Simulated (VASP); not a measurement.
# MgS (Niningerite) (Fm-3m) in VASP: settings compared

MgS (Niningerite) is run at these levels: LDA, PBE; tasks: single point.

Program: VASP 6.6.1. These are calculated values, not measurements. Logs are shortened: lines on timing, memory, paths and dates and some standing lists are left out, and cuts for length are marked.

## Step 1: The cell of the first run

It takes space group Fm-3m (No. 225, cubic). The conventional cell has a = 5.238 Å, b = 5.238 Å, c = 5.238 Å, α = 90.00°, β = 90.00°, γ = 90.00°. S (site symmetry m-3m) has 6 Mg at 2.62 Å within 3.5 Å. Within 3.5 Å of Mg (site symmetry m-3m) lie 6 S at 2.62 Å.

## Step 2: Single point, LDA (volume scaled by 1.02)

INCAR reads:

```
SYSTEM = MgS
PREC = Accurate
ENCUT = 520
EDIFF = 1E-6
ISMEAR = -1
SIGMA = 0.05
LREAL = .False.
LASPH = .True.
NELM = 100
ALGO = Normal
ISIF = 2
LWAVE = .False.
LCHARG = .False.
GGA = CA
NBANDS = 11
```

KPOINTS reads:

```
regular mesh
0
Gamma
  9 9 9
  0 0 0
```

POSCAR reads:

```
MgS
1.0
    0.0000000000      2.6188799723      2.6188799723
    2.6188799723      0.0000000000      2.6188799723
    2.6188799723      2.6188799723      0.0000000000
S Mg
1 1
Direct
    0.5000000000      0.5000000000      0.5000000000
    0.0000000000      0.0000000000      0.0000000000
```

Potentials or basis: VASP PAW LDA potentials, release 64 (S, Mg).

Run with:

```console
$ cat potpaw_LDA.64/S/POTCAR potpaw_LDA.64/Mg/POTCAR > POTCAR
$ mpirun -np 1 vasp_std > vasp.out
```

OUTCAR:

```text
SYSTEM = MgS
   PREC = Accurate
   ENCUT = 520
   EDIFF = 1E-6
   ISMEAR = -1
   LREAL = .False.
   LASPH = .True.
   NELM = 100
   ISIF = 2
   GGA = CA

 ion  position               nearest neighbor table
   1  0.500  0.500  0.500-   2 2.62   2 2.62   2 2.62   2 2.62   2 2.62   2 2.62
   2  0.000  0.000  0.000-   1 2.62   1 2.62   1 2.62   1 2.62   1 2.62   1 2.62

  LATTYP: Found a face centered cubic cell.
 ALAT       =     5.2377599446

  Lattice vectors:

 A1 = (   0.0000000000,   2.6188799723,   2.6188799723)
 A2 = (   2.6188799723,   0.0000000000,   2.6188799723)
 A3 = (   2.6188799723,   2.6188799723,   0.0000000000)

Analysis of symmetry for initial positions (statically):
[... 33 lines left out ...]
                                     Primitive cell

  volume of cell :      35.9233

  direct lattice vectors                    reciprocal lattice vectors
     0.000000000  2.618879972  2.618879972    -0.190921312  0.190921312  0.190921312
     2.618879972  0.000000000  2.618879972     0.190921312 -0.190921312  0.190921312
     2.618879972  2.618879972  0.000000000     0.190921312  0.190921312 -0.190921312

  length of vectors
     3.703655575  3.703655575  3.703655575     0.330685412  0.330685412  0.330685412

  position of ions in fractional coordinates (direct lattice)
[... 8 lines left out ...]
----------------------------------------------------------------------------------------

 KPOINTS: regular mesh

Automatic generation of k-mesh.
 Grid dimensions read from file:
 generate k-points for:    9    9    9

 Generating k-lattice:

  Cartesian coordinates                     Fractional coordinates (reciprocal lattice)
    -0.021213479  0.021213479  0.021213479     0.111111111  0.000000000  0.000000000
     0.021213479 -0.021213479  0.021213479     0.000000000  0.111111111  0.000000000
     0.021213479  0.021213479 -0.021213479     0.000000000  0.000000000  0.111111111

  Length of vectors
     0.036742824  0.036742824  0.036742824

  Shift w.r.t. Gamma in fractional coordinates (k-lattice)
     0.000000000  0.000000000  0.000000000

 Subroutine IBZKPT returns following result:
 ===========================================

 Found     35 irreducible k-points:

 Following reciprocal coordinates:
            Coordinates               Weight
  0.000000  0.000000  0.000000      1.000000
  0.111111  0.000000  0.000000      8.000000
  0.222222  0.000000  0.000000      8.000000
  0.333333  0.000000  0.000000      8.000000
  0.444444  0.000000  0.000000      8.000000
  0.111111  0.111111  0.000000      6.000000
[... 16 lines left out ...]
 -0.333333  0.333333  0.000000     12.000000
  0.444444  0.444444  0.000000      6.000000
 [... further k-points ...]
   k-points           NKPTS =     35   k-points in BZ     NKDIM =     35   number of bands    NBANDS=     11
   number of dos      NEDOS =    301   number of ions     NIONS =      2
   total plane-waves  NPLWV =  21952
   dimension x,y,z NGX =    28 NGY =   28 NGZ =   28
   dimension x,y,z NGXF=    56 NGYF=   56 NGZF=   56
   ions per type =               1   1
   NGX,Y,Z   is equivalent  to a cutoff of  12.57, 12.57, 12.57 a.u.
   NGXF,Y,Z  is equivalent  to a cutoff of  25.14, 25.14, 25.14 a.u.
 SYSTEM =  MgS
   PREC   = accura    normal or accurate (medium, high low for compatibility)
   ISTART =      0    job   : 0-new  1-cont  2-samecut
   ICHARG =      2    charge: 1-file 2-atom 10-const
   ISPIN  =      1    spin polarized calculation?
   LNONCOLLINEAR =      F non collinear calculations
   LSORBIT =      F    spin-orbit coupling
   LASPH  =      T    aspherical Exc in radial PAW
   ENCUT  =  520.0 eV  38.22 Ry    6.18 a.u.   6.89  6.89  6.89*2*pi/ulx,y,z
   NELM   =    100;   NELMIN=  2; NELMDL= -5     # of ELM steps
   EDIFF  = 0.1E-05   stopping-criterion for ELM
   LREAL  =      F    real-space projection
   EDIFFG = 0.1E-04   stopping-criterion for IOM
   NSW    =      0    number of steps for IOM
   IBRION =     -1    ionic relax: 0-MD 1-quasi-New 2-CG
[... 8 lines left out ...]
   EMIN   =  10.00;   EMAX   =-10.00  energy-range for DOS
   EFERMI =   0.00;   METHOD = LEGACY
   ISMEAR =    -1;   SIGMA  =   0.05  broadening in eV -4-tet -1-fermi 0-gaus
   EFERMI_NEDOS =   21; number of points for ismear=-14 and -15
   IALGO  =     38    algorithm
   IMIX   =      4    mixing-type and parameters
     AMIX     =   0.40;   BMIX     =  1.00
     AMIX_MAG =   1.60;   BMIX_MAG =  1.00
  volume/ion in A,a.u.               =      17.96       121.21
  Fermi-wavevector in a.u.,A,eV,Ry     =   0.992307  1.875188 13.397282  0.984672
  Thomas-Fermi vector in A             =   2.124109
   LORBIT       =      0    0 simple, 1 ext, 2 COOP (PROOUT), +10 PAW based schemes
   GGA     = CA    functional components
   LHFCALC =     F    Hartree Fock is set to
   AEXX    =    0.0000 exact exchange contribution
   IVDW    =     0    specifies the selected vdW correction
   LEPSILON=     F    determine dielectric tensor
   LRPA    =     F    only Hartree local field effects (RPA)
 non-spin polarized calculation
  energy-cutoff  :      520.00
  volume of cell :       35.92
 maximum number of plane-waves:       981
   NGX = 13   NGY = 13   NGZ = 13

 number of electron       8.0000001 magnetization

 Free energy of the ion-electron system (eV)
  ---------------------------------------------------
  ext. energy  EPLUGINS =         0.00000000
  ---------------------------------------------------
  free energy    TOTEN  =        -9.55184999 eV

  energy without entropy =       -9.55184999  energy(sigma->0) =       -9.55184999

 E-fermi :   4.4270     XC(G=0):  -9.9069

 val. band max:        3.4043058943   @ k =   0.0000   0.0000   0.0000
 cond. band min:       6.0499770861   @ k =   0.4444   0.4444   0.0000
 fundamental gap:      2.6456711918
 Fermi energy:         4.4270414360

 k-point     1 :       0.0000    0.0000    0.0000
  band No.  band energies     occupation
      1      -9.1244      2.00000
      2       3.4043      2.00000
      3       3.4043      2.00000
      4       3.4043      2.00000
      5       6.7433      0.00000
      6      11.2535      0.00000
      7      11.2535      0.00000
      8      11.2535      0.00000
      9      13.6480      0.00000
     10      13.6480      0.00000
     11      15.7105      0.00000

[... 4 lines left out ...]
      3       3.3256      2.00000
      4       3.3256      2.00000
      5       7.4483      0.00000
      6      10.9447      0.00000
      7      11.4600      0.00000
      8      11.4600      0.00000
      9      13.0260      0.00000
     10      13.0260      0.00000
     11      15.7387      0.00000

 k-point     3 :       0.2222    0.0000    0.0000
  band No.  band energies     occupation
      1      -8.6794      2.00000
      2       0.9732      2.00000
      3       3.1427      2.00000
      4       3.1427      2.00000
      5       8.0921      0.00000
      6      11.1843      0.00000
      7      11.2272      0.00000
      8      11.2272      0.00000
      9      13.2330      0.00000
     10      13.2330      0.00000
     11      15.0435      0.00000

 k-point     4 :       0.3333    0.0000    0.0000
  band No.  band energies     occupation
      1      -8.2397      2.00000
      2      -0.4258      2.00000
      3       2.9577      2.00000
      4       2.9577      2.00000
      5       7.9658      0.00000
      6      10.5589      0.00000
      7      10.5589      0.00000
      8      12.3741      0.00000
      9      14.6000      0.00000
     10      14.7536      0.00000
     11      14.7536      0.00000

 k-point     5 :       0.4444    0.0000    0.0000
  band No.  band energies     occupation
      1      -7.8936      2.00000
      2      -1.2820      2.00000
      3       2.8477      2.00000
      4       2.8477      2.00000
      5       7.7778      0.00000
      6      10.1715      0.00000
      7      10.1715      0.00000
      8      13.0017      0.00000
      9      15.0538      0.00000
     10      16.8333      0.00000
     11      16.8333      0.00000

 k-point     6 :       0.1111    0.1111    0.0000
  band No.  band energies     occupation
      1      -8.9676      2.00000
      2       2.5442      2.00000
      3       3.1447      2.00000
      4       3.1447      2.00000
      5       7.7244      0.00000
      6      10.4559      0.00000
      7      11.7723      0.00000
      8      11.7723      0.00000
      9      11.9788      0.00000
     10      13.8535      0.00000
     11      16.5440      0.00000

 k-point     7 :       0.2222    0.1111    0.0000
  band No.  band energies     occupation
      1      -8.7111      2.00000
      2       1.3884      2.00000
      3       2.8995      2.00000
      4       2.9749      2.00000
      5       8.4709      0.00000
      6      10.1575      0.00000
      7      10.8599      0.00000
      8      11.9958      0.00000
      9      12.6773      0.00000
     10      14.0105      0.00000
     11      16.2189      0.00000

 k-point     8 :       0.3333    0.1111    0.0000
  band No.  band energies     occupation
      1      -8.3065      2.00000
      2       0.0381      2.00000
      3       2.7033      2.00000
      4       2.7106      2.00000
      5       8.5012      0.00000
      6      10.0436      0.00000
      7      11.1396      0.00000
      8      11.3908      0.00000
      9      14.0042      0.00000
     10      15.3027      0.00000
     11      15.7688      0.00000
[... 141 lines left out ...]
 k-point    19 :      -0.2222    0.2222    0.0000
  band No.  band energies     occupation
      1      -8.0953      2.00000
      2      -0.0624      2.00000
      3       1.4679      2.00000
      4       2.9476      2.00000
      5       9.2631      0.00000
      6      10.3591      0.00000
      7      10.8305      0.00000
      8      11.0405      0.00000
      9      13.2857      0.00000
     10      17.5209      0.00000
     11      17.7192      0.00000

 k-point    20 :       0.3333    0.3333    0.0000
  band No.  band energies     occupation
      1      -7.9740      2.00000
      2       0.0222      2.00000
      3       2.0713      2.00000
      4       2.0713      2.00000
      5       7.0250      0.00000
      6       8.2660      0.00000
      7      12.7761      0.00000
      8      14.5508      0.00000
      9      14.5508      0.00000
     10      15.2710      0.00000
     11      19.8936      0.00000

 k-point    21 :       0.4444    0.3333    0.0000
  band No.  band energies     occupation
      1      -7.6962      2.00000
      2      -0.3893      2.00000
      3       1.5415      2.00000
      4       1.9520      2.00000
      5       6.7682      0.00000
      6       8.4369      0.00000
      7      13.1739      0.00000
      8      13.9234      0.00000
      9      15.6266      0.00000
     10      17.1315      0.00000
     11      19.8287      0.00000

 k-point    22 :      -0.4444    0.3333    0.0000
  band No.  band energies     occupation
      1      -7.5163      2.00000
      2      -0.4371      2.00000
      3       0.6400      2.00000
      4       2.0301      2.00000
      5       7.0273      0.00000
      6       9.5967      0.00000
      7      12.9811      0.00000
      8      13.0510      0.00000
      9      15.3751      0.00000
     10      17.4390      0.00000
     11      19.5535      0.00000

 k-point    23 :      -0.3333    0.3333    0.0000
  band No.  band energies     occupation
      1      -7.5450      2.00000
      2      -0.2079      2.00000
      3       0.1190      2.00000
      4       2.2856      2.00000
      5       7.6163      0.00000
      6      10.9021      0.00000
      7      12.0690      0.00000
      8      12.4435      0.00000
      9      14.7511      0.00000
     10      15.7240      0.00000
     11      19.5818      0.00000

 k-point    24 :       0.4444    0.4444    0.0000
  band No.  band energies     occupation
      1      -7.5425      2.00000
      2      -0.6539      2.00000
      3       1.7781      2.00000
      4       1.7781      2.00000
      5       6.0500      0.00000
      6       7.7765      0.00000
      7      14.6527      0.00000
      8      15.9836      0.00000
      9      15.9836      0.00000
     10      15.9882      0.00000
     11      19.5243      0.00000

 [... further k-points ...]
[... 5 lines left out ...]
  --------------------------------------------------------------------------------------
  -------------------------------------------------------------------------------------
  Total       -1.1563627     -1.1563627     -1.1563627      0.0000000      0.0000000      0.0000000
  in kB      -51.5736497    -51.5736497    -51.5736497      0.0000000      0.0000000      0.0000000
  external PRESSURE =     -51.5736497 kB  Pullay stress =       0.0000000 kB

 VOLUME and BASIS-vectors are now :
 -----------------------------------------------------------------------------
  energy-cutoff  :      520.00
  volume of cell :       35.92
      direct lattice vectors                 reciprocal lattice vectors
     0.000000000  2.618879972  2.618879972    -0.190921312  0.190921312  0.190921312
     2.618879972  0.000000000  2.618879972     0.190921312 -0.190921312  0.190921312
     2.618879972  2.618879972  0.000000000     0.190921312  0.190921312 -0.190921312

 POSITION                                       TOTAL-FORCE (eV/Angst)
 -----------------------------------------------------------------------------------
      2.61888      2.61888      2.61888        -0.000000     -0.000000     -0.000000
      0.00000      0.00000      0.00000         0.000000      0.000000      0.000000
 -----------------------------------------------------------------------------------
    total drift:                                0.000000      0.000000      0.000000

  FREE ENERGIE OF THE ION-ELECTRON SYSTEM (eV)
  ---------------------------------------------------
  free  energy   TOTEN  =        -9.5518499859 eV

  energy  without entropy=       -9.5518499859  energy(sigma->0) =       -9.55184999
```

It took 9.6 s on 1 thread of Intel Xeon 6975P-C, shared host; peak memory 0.15 GiB.

What came out:

```
Free energy            : -9.5518 eV
Pressure               : -5.2 GPa
Band gap on the k mesh : 2.65 eV, indirect (least direct gap 3.34 eV)
```

Caveat: the cell differs from its parent crystal (volume scaled by 1.02). A k mesh can miss the band edges.

## Step 3: Single point, LDA (volume scaled by 1.04)

INCAR reads:

```
SYSTEM = MgS
ALGO = Normal
EDIFF = 1E-6
ENCUT = 520
GGA = CA
ISIF = 2
ISMEAR = -1
LASPH = .True.
LCHARG = .False.
LREAL = .False.
LWAVE = .False.
NBANDS = 11
NELM = 80
PREC = Accurate
SIGMA = 0.05
```

KPOINTS reads:

```
k-points
0
Gamma
  9 9 9
  0 0 0
```

POSCAR reads:

```
MgS
1.0
    0.0000000000      2.6358861629      2.6358861629
    2.6358861629      0.0000000000      2.6358861629
    2.6358861629      2.6358861629      0.0000000000
S Mg
1 1
Direct
    0.5000000000      0.5000000000      0.5000000000
    0.0000000000      0.0000000000      0.0000000000
```

Potentials or basis: VASP PAW LDA potentials, release 64 (S, Mg).

Run with:

```console
$ cat potpaw_LDA.64/S/POTCAR potpaw_LDA.64/Mg/POTCAR > POTCAR
$ mpirun -np 1 vasp_std > vasp.out
```

Run time: 10 s. Hardware: 1 thread of Intel Xeon 6975P-C, shared host; peak memory 0.15 GiB.

Results (log left out):

```yaml
Free_energy: -9.5268 eV
Pressure: -6.3 GPa
Band_gap_on_the_k_mesh: 2.60 eV, indirect (least direct gap 3.19 eV)
```

Levels at points of the mesh, in eV from the valence-band top:
```
           k point  band 1  band 2  band 3  band 4  band 5  band 6  band 7  band 8
(0.00, 0.00, 0.00)  -12.42    0.00    0.00    0.00    3.19    7.86    7.86    7.86
```

Caveat: the cell differs from its parent crystal (volume scaled by 1.04).

## Step 4: Single point, LDA (volume scaled by 1.06)

INCAR reads:

```
SYSTEM = MgS
  PREC = Accurate
  ENCUT = 520
  EDIFF = 1E-7
  ISMEAR = -1
  SIGMA = 0.05
  LREAL = .FALSE.
  LASPH = .TRUE.
  NELM = 80
  ALGO = Normal
  ISIF = 2
  LWAVE = .FALSE.
  LCHARG = .FALSE.
  GGA = CA
  NBANDS = 11
```

KPOINTS reads:

```
regular mesh
0
G
  9 9 9
  0 0 0
```

POSCAR reads:

```
MgS
1.0
    0.0000000000      2.6526756995      2.6526756995
    2.6526756995      0.0000000000      2.6526756995
    2.6526756995      2.6526756995      0.0000000000
S Mg
1 1
Direct
    0.5000000000      0.5000000000      0.5000000000
    0.0000000000      0.0000000000      0.0000000000
```

Run with:

```console
$ cat potpaw_LDA.64/S/POTCAR potpaw_LDA.64/Mg/POTCAR > POTCAR
$ mpirun -np 1 vasp_std > vasp.out
```

It took 11 s on 1 thread of Intel Xeon 6975P-C, shared host; peak memory 0.14 GiB.

The run converged. Its results:

- Free energy: -9.4968 eV
- Pressure: -7.4 GPa
- Band gap on the k mesh: 2.56 eV, indirect (least direct gap 3.05 eV)

Levels at points of the mesh, in eV from the valence-band top:
```
           k point  band 2  band 3  band 4  band 5  band 6  band 7
(0.00, 0.00, 0.00)    0.00    0.00    0.00    3.05    7.87    7.87
```

Caveat: the cell differs from its parent crystal (volume scaled by 1.06).

## Step 5: Single point, PBE

This run uses another cell than the first one, of 17.61 Å³/atom, 0.980 times its volume.

INCAR reads:

```
  PREC = Accurate
  ENCUT = 520
  EDIFF = 1E-6
  ISMEAR = 1
  SIGMA = 0.1
  LREAL = F
  LASPH = T
  NELM = 80
  ALGO = Normal
  ISIF = 2
  LWAVE = F
  LCHARG = F
  GGA = PE
  NBANDS = 11
```

KPOINTS reads:

```
regular mesh
0
Gamma
  7 7 7
```

POSCAR reads:

```
MgS
1.0
    0.0000000000      2.6016500000      2.6016500000
    2.6016500000      0.0000000000      2.6016500000
    2.6016500000      2.6016500000      0.0000000000
S Mg
1 1
Direct
    0.5000000000      0.5000000000      0.5000000000
    0.0000000000      0.0000000000      0.0000000000
```

Potentials or basis: VASP PAW PBE potentials, release 64 (S, Mg).

Run with:

```console
$ cat potpaw_PBE.64/S/POTCAR potpaw_PBE.64/Mg/POTCAR > POTCAR
$ mpirun -np 1 vasp_std > vasp.out
```

Wall time 18 s (1 thread of AMD EPYC 7R13, shared host); peak memory 0.13 GiB.

The run converged. Its results:

```yaml
Free_energy: -8.5012 eV
Pressure: 0.9 GPa
Band_gap_on_the_k_mesh: 2.99 eV, indirect (least direct gap 3.71 eV)
```

Levels at points of the mesh, in eV from the valence-band top:
```csv
k point,band 1,band 2,band 3,band 4,band 5,band 6,band 7,band 8,band 9
"(0.00, 0.00, 0.00)",-12.67,0.00,0.00,0.00,3.71,7.95,7.95,7.95,10.35
```

A k mesh can miss the band edges.

## Step 6: Single point, PBE

This run uses another cell than the first one, of 17.61 Å³/atom, 0.980 times its volume.

INCAR reads:

```
SYSTEM = MgS
PREC     = Accurate       ! precision mode
ENCUT    = 520            ! plane-wave cutoff, eV
EDIFF    = 1E-7           ! SCF threshold, eV
ISMEAR   = 1              ! smearing method
SIGMA    = 0.1            ! smearing width, eV
LREAL    = .False.        ! projectors in reciprocal space
LASPH    = .True.         ! aspherical terms in the spheres
NELM     = 80             ! most SCF steps
ALGO     = Normal         ! electronic algorithm
ISIF     = 2              ! what is computed and relaxed
LWAVE    = .False.        ! write WAVECAR
LCHARG   = .True.         ! write CHGCAR
GGA      = PE             ! functional
LELF     = .True.         ! ELF
LVHAR    = .True.       
NBANDS   = 11             ! bands
```

KPOINTS reads:

```
Automatic mesh
0
Gamma
  7 7 7
  0 0 0
```

POSCAR is that of step 5.

Potentials or basis: VASP PAW PBE potentials, release 64 (S, Mg).

Run with:

```console
$ cat potpaw_PBE.64/S/POTCAR potpaw_PBE.64/Mg/POTCAR > POTCAR
$ mpirun -np 1 vasp_std > vasp.out
```

Wall time 22 s (1 thread of AMD EPYC 7R13, shared host); peak memory 0.13 GiB.

Results (log left out):

| Item | Value |
| --- | --- |
| Free energy | -8.5012 eV |
| Pressure | 0.9 GPa |
| Band gap on the k mesh | 2.99 eV, indirect (least direct gap 3.71 eV) |

Levels at points of the mesh, in eV from the valence-band top:
```tsv
k point	band 1	band 2	band 3	band 4	band 5	band 6	band 7	band 8
(0.00, 0.00, 0.00)	-12.67	0.00	0.00	0.00	3.71	7.95	7.95	7.95
```

## Step 7: The runs side by side

| level | potentials or basis | cell | k mesh | smearing | gap on the mesh (eV) | pressure (GPa) |
| --- | --- | --- | --- | --- | --- | --- |
| LDA | VASP PAW LDA potentials, release 64 (S, Mg) | a = 3.704 Å, angles 60.0°, 2 atoms | 9 × 9 × 9 | fermi-dirac 0.05 eV | 2.65 | -5.2 |
| LDA | VASP PAW LDA potentials, release 64 (S, Mg) | a = 3.728 Å, angles 60.0°, 2 atoms | 9 × 9 × 9 | fermi-dirac 0.05 eV | 2.60 | -6.3 |
| LDA | VASP PAW LDA potentials, release 64 (S, Mg) | a = 3.751 Å, angles 60.0°, 2 atoms | 9 × 9 × 9 | fermi-dirac 0.05 eV | 2.56 | -7.4 |
| PBE | VASP PAW PBE potentials, release 64 (S, Mg) | a = 3.679 Å, angles 60.0°, 2 atoms | 7 × 7 × 7 | methfessel-paxton 0.1 eV | 2.99 | 0.9 |

Alike in all rows: task single point; no spin polarisation; cutoff (eV) 520.

Absolute energies hang on the potentials; compare differences alone.
